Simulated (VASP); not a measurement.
Here is a VASP 6.6.1 calculation.

INCAR

```
SYSTEM = Sr
ALGO = Normal ; EDIFF = 1E-7
ENCUT = 520 ; ISIF = 2
ISMEAR = -1 ; LASPH = .True.
LCHARG = .False. ; LREAL = .False.
LWAVE = .False. ; NBANDS = 11
NELM = 60 ; PREC = Accurate
SIGMA = 0.05
```

The input KPOINTS:

```
k-points
0
Gamma
  12 12 12
  0 0 0
```

File POSCAR:

```
Sr
1.0
   -2.4250000000      2.4250000000      2.4250000000
    2.4250000000     -2.4250000000      2.4250000000
    2.4250000000      2.4250000000     -2.4250000000
Sr
1
Direct
    0.0000000000      0.0000000000      0.0000000000
```

Potentials or basis: VASP PAW LDA potentials, release 64 (Sr_sv).

Command:

```console
$ cat potpaw_LDA.64/Sr_sv/POTCAR > POTCAR
$ mpirun -np 1 vasp_std > vasp.out
```

Q: Estimate the pressure.

A: -1.8 GPa.

Q: Estimate the band gap on the k mesh.

A: Zero (bands 5 and 6 overlap by 0.44 eV).
